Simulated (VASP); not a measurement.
# Cu in VASP: notebook

Cu is run at these levels: PBE; tasks: single point.

Everything below comes from runs of VASP 6.6.1. Logs are shortened: lines on timing, memory, paths and dates and some standing lists are left out, and cuts for length are marked.

### Step 1. The cell of the first run

Symmetry: P2/m, No. 10, monoclinic system. Conventional cell: a = 11.680 Å, b = 2.393 Å, c = 23.283 Å, α = 90.00°, β = 103.09°, γ = 90.00°. Within 3.2 Å of Cu (site symmetry 2/m) lie 2 Cu at 2.39 Å.

### Step 2. Single point, PBE (strained)

Input file INCAR:

```
SYSTEM = Cu
PREC = Accurate
ENCUT = 520
EDIFF = 1E-6
ISMEAR = 0
SIGMA = 0.02
LREAL = .FALSE.
LASPH = .TRUE.
NELM = 100
ALGO = Normal
ISIF = 2
LWAVE = .FALSE.
LCHARG = .TRUE.
GGA = PE
LELF = .TRUE.
LVHAR = .TRUE.
NBANDS = 12
```

Input file KPOINTS:

```
Automatic mesh
0
G
  4 12 2
  0 0 0
```

Input file POSCAR:

```
Cu
1.0
   11.6710308648      0.0000000000     -0.4628101581
    0.0000000000      2.3925592064      0.0000000000
   -5.5053873604      0.0000000000     22.9143631359
Cu
1
Direct
    0.5000000000      0.5000000000      0.5000000000
```

Potentials or basis: VASP PAW PBE potentials, release 64 (Cu).

On the command line:

```console
cat potpaw_PBE.64/Cu/POTCAR > POTCAR
mpirun -np 1 vasp_std > vasp.out
```

OUTCAR:

```text
SYSTEM = Cu
   PREC = Accurate
   ENCUT = 520
   EDIFF = 1E-6
   ISMEAR = 0
   LREAL = .FALSE.
   LASPH = .TRUE.
   NELM = 100
   ISIF = 2
   GGA = PE

 ion  position               nearest neighbor table
   1  0.500  0.500  0.500-

  LATTYP: Found a simple monoclinic cell.
 ALAT       =    11.6802035380
 B/A-ratio  =     0.2048388282
 C/A-ratio  =     1.9933531281
 COS(beta)  =    -0.2263988816

  Lattice vectors:

 A1 = (  11.6710308648,   0.0000000000,  -0.4628101581)
 A2 = (   0.0000000000,  -2.3925592064,   0.0000000000)
 A3 = (  -6.1656435044,   0.0000000000, -22.4515529778)

Analysis of symmetry for initial positions (statically):
=====================================================================
 Subroutine PRICEL returns:
 Original cell was already a primitive cell.

 Routine SETGRP: Setting up the symmetry group for a
 simple monoclinic supercell.

 Subroutine GETGRP returns: Found  4 space group operations
 (whereof  4 operations were pure point group operations)
 out of a pool of  4 trial point group operations.

The static configuration has the point symmetry C_2h.

Analysis of symmetry for dynamics (positions and initial velocities):
=====================================================================
 Subroutine PRICEL returns:
 Original cell was already a primitive cell.

 Routine SETGRP: Setting up the symmetry group for a
 simple monoclinic supercell.

 Subroutine GETGRP returns: Found  4 space group operations
 (whereof  4 operations were pure point group operations)
 out of a pool of  4 trial point group operations.

The dynamic configuration has the point symmetry C_2h.

 Subroutine INISYM returns: Found  4 space group operations
 (whereof  4 operations are pure point group operations),
 and found     1 'primitive' translations

----------------------------------------------------------------------------------------

                                     Primitive cell

  volume of cell :     633.7561

  direct lattice vectors                    reciprocal lattice vectors
    11.671030865  0.000000000 -0.462810158     0.086506414  0.000000000  0.020783965
     0.000000000  2.392559206  0.000000000     0.000000000  0.417962489  0.000000000
    -5.505387360  0.000000000 22.914363136     0.001747203  0.000000000  0.044060532

  length of vectors
    11.680203538  2.392559206 23.566444957     0.088968157  0.417962489  0.044095161

  position of ions in fractional coordinates (direct lattice)
     0.500000000  0.500000000  0.500000000

  ion indices of the primitive-cell ions
[... 77 lines left out ...]
   NSW    =      0    number of steps for IOM
   IBRION =     -1    ionic relax: 0-MD 1-quasi-New 2-CG
   NFREE  =      0    steps in history (QN), initial steepest desc. (CG)
   ISIF   =      2    stress and relaxation
   ISYM   =      2    0-nonsym 1-usesym 2-fastsym
   POTIM  = 0.5000    time-step for ionic-motion
   TEBEG  =    0.0;   TEEND  =   0.0 temperature during run
   PSTRESS=    0.0 pullay stress
   NELECT =      11.0000    total number of electrons
   NUPDOWN=      -1.0000    fix difference up-down
   EMIN   =  10.00;   EMAX   =-10.00  energy-range for DOS
   EFERMI =   0.00;   METHOD = LEGACY
   ISMEAR =     0;   SIGMA  =   0.02  broadening in eV -4-tet -1-fermi 0-gaus
   EFERMI_NEDOS =   21; number of points for ismear=-14 and -15
   IALGO  =     38    algorithm
   IMIX   =      4    mixing-type and parameters
     AMIX     =   0.40;   BMIX     =  1.00
     AMIX_MAG =   1.60;   BMIX_MAG =  1.00
  volume/ion in A,a.u.               =     633.76      4276.80
  Fermi-wavevector in a.u.,A,eV,Ry     =   0.423869  0.800996  2.444490  0.179665
  Thomas-Fermi vector in A             =   1.388257
   LORBIT       =      0    0 simple, 1 ext, 2 COOP (PROOUT), +10 PAW based schemes
   GGA     = PE    functional components
   LHFCALC =     F    Hartree Fock is set to
   AEXX    =    0.0000 exact exchange contribution
   IVDW    =     0    specifies the selected vdW correction
   LEPSILON=     F    determine dielectric tensor
   LRPA    =     F    only Hartree local field effects (RPA)
 non-spin polarized calculation
 Gauss-broadening in eV      SIGMA  =   0.02
  energy-cutoff  :      520.00
  volume of cell :      633.76
 maximum number of plane-waves:     17200
 NGX is ok and might be reduce to    90
   NGX = 43   NGY =  9   NGZ = 87

 number of electron      11.0000010 magnetization

 Free energy of the ion-electron system (eV)
  ---------------------------------------------------
  ext. energy  EPLUGINS =         0.00000000
  ---------------------------------------------------
  free energy    TOTEN  =        -1.71619467 eV

  energy without entropy =       -1.71324393  energy(sigma->0) =       -1.71471930

 E-fermi :  -5.1248     XC(G=0):  -0.7181

 val. band max:       -5.1319668817   @ k =   0.5000   0.2500   0.5000
 cond. band min:      -4.0647224882   @ k =   0.0000   0.3333   0.0000
 fundamental gap:      1.0672443935
 Fermi energy:        -5.1247797264

 k-point     1 :       0.0000    0.0000    0.0000
  band No.  band energies     occupation
      1      -7.9645      2.00000
      2      -5.9111      2.00000
      3      -5.7694      2.00000
      4      -5.7694      2.00000
      5      -5.1370      1.61114
      6      -5.1369      1.60947
      7      -1.9625      0.00000
      8      -1.9538      0.00000
      9      -0.0258      0.00000
     10       0.3738      0.00000
     11       0.4596      0.00000
     12       0.8768      0.00000
[... 331 lines left out ...]
 k-point    24 :       0.5000    0.0000    0.5000
  band No.  band energies     occupation
      1      -7.9645      2.00000
      2      -5.9110      2.00000
      3      -5.7694      2.00000
      4      -5.7694      2.00000
      5      -5.1370      1.61108
      6      -5.1369      1.60940
      7      -1.9697      0.00000
      8      -1.9608      0.00000
      9       0.2787      0.00000
     10       0.4531      0.00000
     11       0.5031      0.00000
     12       0.6341      0.00000

 [... further k-points ...]
[... 5 lines left out ...]
  --------------------------------------------------------------------------------------
  -------------------------------------------------------------------------------------
  Total       -0.0218551     -0.9765572     -0.0217810      0.0000000      0.0000000     -0.0000167
  in kB       -0.0552511     -2.4688012     -0.0550639      0.0000000      0.0000000     -0.0000423
  external PRESSURE =      -0.8597054 kB  Pullay stress =       0.0000000 kB

 VOLUME and BASIS-vectors are now :
 -----------------------------------------------------------------------------
  energy-cutoff  :      520.00
  volume of cell :      633.76
      direct lattice vectors                 reciprocal lattice vectors
    11.671030865  0.000000000 -0.462810158     0.086506414  0.000000000  0.020783965
     0.000000000  2.392559206  0.000000000     0.000000000  0.417962489  0.000000000
    -5.505387360  0.000000000 22.914363136     0.001747203  0.000000000  0.044060532

 POSITION                                       TOTAL-FORCE (eV/Angst)
 -----------------------------------------------------------------------------------
      3.08282      1.19628     11.22578         0.000000      0.000000      0.000000
 -----------------------------------------------------------------------------------
    total drift:                                0.000000     -0.000000     -0.000000

  FREE ENERGIE OF THE ION-ELECTRON SYSTEM (eV)
  ---------------------------------------------------
  free  energy   TOTEN  =        -1.7161946651 eV

  energy  without entropy=       -1.7132439268  energy(sigma->0) =       -1.71471930
```

OSZICAR:

```text
N       E                     dE             d eps       ncg     rms          rms(c)
DAV:   1     0.630453787811E+02    0.63045E+02   -0.26550E+03  1008   0.533E+02
DAV:   2     0.765714494099E+00   -0.62280E+02   -0.44704E+02  1304   0.116E+02
DAV:   3    -0.176746649334E+01   -0.25332E+01   -0.22344E+01  1480   0.248E+01
[... 16 lines left out ...]
DAV:  20    -0.171617815136E+01   -0.12918E-04   -0.53215E-07  1200   0.565E-03    0.101E-02
DAV:  21    -0.171618799677E+01   -0.98454E-05   -0.72147E-07  1092   0.809E-03    0.166E-03
DAV:  22    -0.171619104284E+01   -0.30461E-05   -0.26421E-07  1316   0.440E-03    0.123E-03
DAV:  23    -0.171619405085E+01   -0.30080E-05   -0.34128E-07  1184   0.452E-03    0.467E-03
DAV:  24    -0.171619466514E+01   -0.61429E-06   -0.16304E-07  1232   0.272E-03
   1 F= -.17161947E+01 E0= -.17147193E+01  d E =-.295074E-02
```

Wall time 13 min (1 thread of AMD EPYC 7R43 (Zen 3), shared host); peak memory 0.75 GiB.

What came out:

* Free energy: -1.7162 eV
* Pressure: -0.1 GPa

Stress tensor (GPa, compression positive):
```
-0.01  0.00  0.00
 0.00 -0.25  0.00
 0.00  0.00 -0.01
```

Levels at points of the mesh, in eV from the Fermi level:
| k point | band 4 | band 5 | band 6 | band 7 | band 8 | band 9 |
| --- | --- | --- | --- | --- | --- | --- |
| (0.00, 0.00, 0.00) | -0.64 | -0.01 | -0.01 | 3.16 | 3.17 | 5.10 |
| (0.50, 0.00, 0.00) | -0.64 | -0.01 | -0.01 | 3.16 | 3.16 | 5.41 |
| (0.00, 0.50, 0.00) | -0.34 | -0.06 | 4.04 | 6.36 | 9.43 | 9.43 |
| (0.50, 0.50, 0.00) | -0.34 | -0.06 | 4.04 | 6.36 | 9.42 | 9.43 |
| (0.00, 0.00, 0.50) | -0.64 | -0.01 | -0.01 | 3.16 | 3.17 | 5.12 |
| (0.50, 0.00, 0.50) | -0.64 | -0.01 | -0.01 | 3.16 | 3.16 | 5.40 |
| (0.00, 0.50, 0.50) | -0.34 | -0.06 | 4.04 | 6.36 | 9.43 | 9.43 |
| (0.50, 0.50, 0.50) | -0.34 | -0.06 | 4.04 | 6.36 | 9.42 | 9.43 |

Caveat: the cell differs from its parent crystal (strained).

### Step 3. Single point, PBE (strained)

Input file INCAR:

```
ALGO = Normal ; EDIFF = 1E-6
ENCUT = 520 ; GGA = PE
ISIF = 2 ; ISMEAR = 0
LASPH = True ; LCHARG = False
LREAL = False ; LWAVE = False
NBANDS = 12 ; NELM = 100
PREC = Accurate ; SIGMA = 0.02
```

Input file KPOINTS:

```
k-points
0
Gamma
  4 12 2
```

Input file POSCAR:

```
Cu
1.0
   11.2621380901      0.0834215310      0.1313223824
    0.0161375092      2.2483512008      0.0026187082
   -4.2264550187     -0.0076946843     21.7392809038
Cu
1
Direct
    0.5000000000      0.5000000000      0.5000000000
```

Potentials or basis: VASP PAW PBE potentials, release 64 (Cu).

On the command line:

```console
cat potpaw_PBE.64/Cu/POTCAR > POTCAR
mpirun -np 1 vasp_std > vasp.out
```

Run time: 13 min. Hardware: 1 thread of AMD EPYC 7R43 (Zen 3), shared host; peak memory 0.68 GiB.

The run converged. Its results:

```
Free energy : -1.7258 eV
Pressure    : 0.1 GPa
```

Stress tensor (GPa, compression positive):
```
-0.02  0.00  0.00
 0.00  0.21  0.00
 0.00  0.00 -0.02
```

Levels at points of the mesh, in eV from the Fermi level:
```csv
k point,band 3,band 4,band 5,band 6,band 7,band 8,band 9,band 10
"(0.00, 0.00, 0.00)",-0.85,-0.85,-0.01,-0.01,3.08,3.09,5.17,5.59
"(0.50, 0.00, 0.00)",-0.85,-0.85,-0.01,-0.01,3.07,3.08,5.50,5.64
"(0.00, 0.50, 0.00)",-0.44,-0.44,-0.05,4.43,7.49,10.29,10.30,11.75
"(0.50, 0.50, 0.00)",-0.44,-0.44,-0.05,4.43,7.49,10.29,10.29,11.72
"(0.00, 0.00, 0.50)",-0.85,-0.85,-0.01,-0.01,3.08,3.09,5.19,5.44
"(0.50, 0.00, 0.50)",-0.85,-0.85,-0.01,-0.01,3.07,3.08,5.52,5.66
"(0.00, 0.50, 0.50)",-0.44,-0.44,-0.05,4.43,7.49,10.29,10.30,11.75
"(0.50, 0.50, 0.50)",-0.44,-0.44,-0.05,4.43,7.49,10.29,10.29,11.72
```

Caveat: the cell differs from its parent crystal (strained).

### Step 4. Single point, PBE (the cell strained at random)

Input file INCAR:

```
PREC = Accurate
ENCUT = 520
EDIFF = 1E-6
ISMEAR = 0
SIGMA = 0.02
LREAL = F
LASPH = T
NELM = 100
ALGO = Normal
ISIF = 2
LWAVE = F
LCHARG = T
GGA = PE
LELF = T
LVHAR = T
NBANDS = 12
```

Input file KPOINTS:

```
Automatic mesh
0
Gamma
  4 12 2
```

Input file POSCAR:

```
Cu
1.0
   11.8526838519      0.0479008514      0.1019339373
    0.0092661981      2.3216750292     -0.0145483786
   -4.5162438711     -0.1603579074     22.6059038184
Cu
1
Direct
    0.5000000000      0.5000000000      0.5000000000
```

On the command line:

```console
cat potpaw_PBE.64/Cu/POTCAR > POTCAR
mpirun -np 1 vasp_std > vasp.out
```

It took 24 min on 1 thread of AMD EPYC 7R43 (Zen 3), shared host; peak memory 0.79 GiB.

The run converged. Its results:

| Property | Result |
| --- | --- |
| Free energy | -1.7342 eV |
| Pressure | 0.0 GPa |

Levels at points of the mesh, in eV from the Fermi level:
| k point | band 2 | band 3 | band 4 | band 5 | band 6 | band 7 | band 8 | band 9 | band 10 | band 11 |
| --- | --- | --- | --- | --- | --- | --- | --- | --- | --- | --- |
| (0.00, 0.00, 0.00) | -0.89 | -0.74 | -0.74 | -0.01 | -0.01 | 3.13 | 3.13 | 5.14 | 5.55 | 5.62 |
| (0.50, 0.00, 0.00) | -0.89 | -0.74 | -0.74 | -0.01 | -0.01 | 3.12 | 3.13 | 5.43 | 5.60 | 5.67 |
| (0.00, 0.50, 0.00) | -1.56 | -0.39 | -0.39 | -0.06 | 4.21 | 6.90 | 9.84 | 9.84 | 11.30 | 11.35 |
| (0.50, 0.50, 0.00) | -1.56 | -0.39 | -0.39 | -0.06 | 4.21 | 6.90 | 9.83 | 9.84 | 11.27 | 11.31 |
| (0.00, 0.00, 0.50) | -0.89 | -0.74 | -0.74 | -0.01 | -0.01 | 3.13 | 3.13 | 5.16 | 5.42 | 5.83 |
| (0.50, 0.00, 0.50) | -0.89 | -0.74 | -0.74 | -0.01 | -0.01 | 3.12 | 3.13 | 5.44 | 5.62 | 5.64 |
| (0.00, 0.50, 0.50) | -1.56 | -0.39 | -0.39 | -0.06 | 4.21 | 6.90 | 9.84 | 9.84 | 11.30 | 11.35 |
| (0.50, 0.50, 0.50) | -1.56 | -0.39 | -0.39 | -0.06 | 4.21 | 6.90 | 9.83 | 9.84 | 11.27 | 11.31 |

Caveat: the cell differs from its parent crystal (the cell strained at random).

### Step 5. Single point, PBE (strained)

Input file INCAR:

```
SYSTEM = Cu
  PREC = Accurate
  ENCUT = 520
  EDIFF = 1E-6
  ISMEAR = 0
  SIGMA = 0.02
  LREAL = .False.
  LASPH = .True.
  NELM = 100
  ALGO = Normal
  ISIF = 2
  LWAVE = .False.
  LCHARG = .True.
  GGA = PE
  LELF = .True.
  LVHAR = .True.
  NBANDS = 12
```

Input file KPOINTS:

```
regular mesh
0
Gamma
  4 12 2
  0 0 0
```

Input file POSCAR:

```
Cu
1.0
   10.7951626406      0.0000000000     -0.6588102601
    0.0000000000      2.3270915025      0.0000000000
   -5.5258316266      0.0000000000     21.2744853261
Cu
1
Direct
    0.5000000000      0.5000000000      0.5000000000
```

On the command line:

```console
cat potpaw_PBE.64/Cu/POTCAR > POTCAR
mpirun -np 1 vasp_std > vasp.out
```

Wall time 15 min (1 thread of AMD EPYC 7R43 (Zen 3), shared host); peak memory 0.61 GiB.

Results (log left out):

```
Free energy : -1.7337 eV
Pressure    : 0.0 GPa
```

Stress tensor (GPa, compression positive):
```
 0.01  0.00  0.00
 0.00 -0.07  0.00
 0.00  0.00  0.01
```

Levels at points of the mesh, in eV from the Fermi level:
| k point | band 4 | band 5 | band 6 | band 7 | band 8 | band 9 |
| --- | --- | --- | --- | --- | --- | --- |
| (0.00, 0.00, 0.00) | -0.73 | -0.01 | -0.01 | 3.13 | 3.14 | 5.11 |
| (0.50, 0.00, 0.00) | -0.73 | -0.01 | -0.01 | 3.11 | 3.13 | 5.50 |
| (0.00, 0.50, 0.00) | -0.38 | -0.06 | 4.20 | 6.85 | 9.80 | 9.82 |
| (0.50, 0.50, 0.00) | -0.38 | -0.06 | 4.20 | 6.85 | 9.79 | 9.81 |
| (0.00, 0.00, 0.50) | -0.73 | -0.01 | -0.01 | 3.13 | 3.14 | 5.14 |
| (0.50, 0.00, 0.50) | -0.73 | -0.01 | -0.01 | 3.11 | 3.13 | 5.49 |
| (0.00, 0.50, 0.50) | -0.38 | -0.06 | 4.20 | 6.85 | 9.80 | 9.82 |
| (0.50, 0.50, 0.50) | -0.38 | -0.06 | 4.20 | 6.85 | 9.79 | 9.81 |

Caveat: the cell differs from its parent crystal (strained).

### Step 6. Overview

```csv
cell,gap on the mesh (eV),pressure (GPa)
"a = 11.680, b = 2.393, c = 23.566 Å, angles 90.0, 105.8, 90.0°, 1 atom",none,-0.1
"a = 11.263, b = 2.248, c = 22.146 Å, angles 90.0, 100.3, 89.2°, 1 atom",none,0.1
"a = 11.853, b = 2.322, c = 23.053 Å, angles 90.8, 100.8, 89.5°, 1 atom",none,0.0
"a = 10.815, b = 2.327, c = 21.980 Å, angles 90.0, 108.1, 90.0°, 1 atom",none,0.0
```

Alike in all rows: task single point; level PBE; potentials or basis VASP PAW PBE potentials, release 64 (Cu); no spin polarisation; k mesh 4 × 12 × 2; cutoff (eV) 520; smearing gaussian 0.02 eV.

Absolute energies hang on the potentials; compare differences alone.
